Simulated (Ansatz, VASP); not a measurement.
# CdSe: VASP beside Ansatz

INCAR

```
ALGO = Normal
EDIFF = 1E-6
ENCUT = 520
GGA = PE
ISIF = 2
ISMEAR = 0
LASPH = True
LCHARG = False
LREAL = False
LWAVE = False
NBANDS = 26
NELM = 100
PREC = Accurate
SIGMA = 0.05
```

KPOINTS

```
k-points
0
Gamma
  6 6 4
```

POSCAR

```
CdSe
1.0
    4.2984999142     -0.0859699983      0.0000000000
   -2.2237021596      3.7655951230      0.0000000000
    0.0000000000      0.0000000000      7.0152000000
Cd Se
2 2
Direct
    0.6666666667      0.3333333333      0.0000000000
    0.3333333333      0.6666666667      0.5000000000
    0.6666666667      0.3333333333      0.3750000000
    0.3333333333      0.6666666667      0.8750000000
```

Input for Ansatz:

```yaml
crystal:
  lattice:
    - [4.2984999142, -0.0859699983, 0.0]
    - [-2.2237021596, 3.765595123, 0.0]
    - [0.0, 0.0, 7.0152]
  atoms:
    - { symbol: Cd, position: [0.6666666667, 0.3333333333, 0.0] }
    - { symbol: Cd, position: [0.3333333333, 0.6666666667, 0.5] }
    - { symbol: Se, position: [0.6666666667, 0.3333333333, 0.375] }
    - { symbol: Se, position: [0.3333333333, 0.6666666667, 0.875] }
basis:
  ecutwfc: 420
kpoints:
  mp_grid: { grid: [6, 6, 4] }
hamiltonian:
  xc: pbe
scf:
  occupations: { method: gaussian, width: 0.05 }
output:
  forces: true
  stress: true
  eigenvalues: true
  write_density: true
  write_potential: true
  elf: true
  volumetric_format: npy
```

Change from the starting cell: strain -0.0400 x Voigt [0, 0, 0, 0, 0, 1], atoms carried along.

Alike in both runs: task single point; functional PBE; k mesh 6 × 6 × 4; occupations gaussian, width 0.05 eV; no spin polarisation.

```csv
,VASP,Ansatz
version,VASP 6.6.1,Ansatz 0.2.0
potentials or method,"VASP PAW PBE potentials, release 64 (Cd, Se), cutoff 520 eV","scalar-relativistic, plane waves, PAW"
valence electrons in the cell,36,72
```

Ansatz gave:

```
gap on the k mesh at the Fermi level (eV)                     : 0.60
least direct gap on the mesh (eV)                             : 0.60
pressure (GPa)                                                : 3.1
traceless stress, the component that is largest in VASP (GPa) : 1.42
rms of the force components (eV/Å)                            : 0.148
```

Task: Estimate VASP's values.

Result: gap on the k mesh at the Fermi level (eV): 0.60; least direct gap on the mesh (eV): 0.60; pressure (GPa): 3.4; traceless stress, the component that is largest in VASP (GPa): 1.45; rms of the force components (eV/Å): 0.153.

Atom by atom the forces differ by 0.005 eV/Å (rms over components). VASP's potentials hold 36 valence electrons a cell and Ansatz's 72, so a difference there can come from the potentials and not from the codes.
